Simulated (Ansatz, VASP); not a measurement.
**IrRh2 in VASP and in Ansatz**

The input INCAR:

```
SYSTEM = IrRh2
ALGO     = Fast           ! electronic algorithm
EDIFF    = 1E-6           ! SCF threshold, eV
ENCUT    = 520            ! plane-wave cutoff, eV
GGA      = CA             ! functional
ISIF     = 2              ! what is computed and relaxed
ISMEAR   = 0              ! smearing method
LASPH    = .TRUE.         ! aspherical terms in the spheres
LCHARG   = .FALSE.        ! write CHGCAR
LREAL    = .FALSE.        ! projectors in reciprocal space
LWAVE    = .FALSE.        ! write WAVECAR
NBANDS   = 26             ! bands
NELM     = 60             ! most SCF steps
PREC     = Accurate       ! precision mode
SIGMA    = 0.1            ! smearing width, eV
```

File KPOINTS:

```
k-points
0
G
  18 18 8
  0 0 0
```

POSCAR

```
IrRh2
1.0
    2.7172591596      0.0000000000      0.0000000000
   -1.3586295798      2.3532154609      0.0000000000
    0.0000000000      0.0000000000      6.6579414609
Ir Rh
1 2
Direct
    0.0000000000      0.0000000000      0.5000000000
    0.6666666667      0.3333333333      0.8323306966
    0.3333333333      0.6666666667      0.1676693034
```

Input for Ansatz:

```yaml
crystal:
  lattice:
    - [2.7172591596, 0.0, 0.0]
    - [-1.3586295798, 2.3532154609, 0.0]
    - [0.0, 0.0, 6.6579414609]
  atoms:
    - { symbol: Ir, position: [0.0, 0.0, 0.5] }
    - { symbol: Rh, position: [0.6666666667, 0.3333333333, 0.8323306966] }
    - { symbol: Rh, position: [0.3333333333, 0.6666666667, 0.1676693034] }
basis:
  ecutwfc: 420
kpoints:
  mp_grid: { grid: [18, 18, 8] }
  band_path:
    path:
      - [[0.0, 0.0, 0.0], [0.5, 0.0, 0.0], [0.33333333, 0.33333333, 0.0], [0.0, 0.0, 0.0], [0.0, 0.0, 0.5], [0.5, 0.0, 0.5], [0.33333333, 0.33333333, 0.5], [0.0, 0.0, 0.5]]
      - [[0.5, 0.0, 0.5], [0.5, 0.0, 0.0]]
      - [[0.33333333, 0.33333333, 0.5], [0.33333333, 0.33333333, 0.0]]
    npoints: 14
hamiltonian:
  xc: lda
scf:
  occupations: { method: gaussian, width: 0.1 }
  n_extra_bands: 7
output:
  forces: true
  stress: true
  eigenvalues: true
  populations: true
  dos: { projected: true, de: 0.02, nscf_kmesh: { grid: [22, 22, 10] } }
  bader: true
  write_density: true
  write_potential: true
  elf: true
  volumetric_format: npy
```

Alike in both runs: task single point; functional LDA; k mesh 18 × 18 × 8; occupations gaussian, width 0.1 eV; no spin polarisation.

|  | VASP | Ansatz |
| --- | --- | --- |
| version | VASP 6.6.1 | Ansatz 0.2.0 |
| potentials or method | VASP PAW LDA potentials, release 64 (Ir, Rh_pv), cutoff 520 eV | scalar-relativistic, plane waves, PAW |
| valence electrons in the cell | 39 | 51 |

```csv
,VASP,Ansatz,Ansatz less VASP
gap on the k mesh at the Fermi level (eV),none,none,-
pressure (GPa),-15.3,-16.6,-1.22
rms of the force components (eV/Å),0.001,0.019,+0.0176
```

LDA's correlation is that of Perdew and Zunger in VASP and of Perdew and Wang (1992) in Ansatz. Atom by atom the forces differ by 0.020 eV/Å (rms over components). A gap of «none» marks a metal or a gap that the smearing closes. VASP's potentials hold 39 valence electrons a cell and Ansatz's 51, so a difference there can come from the potentials and not from the codes.

Spin-orbit coupling is off throughout.
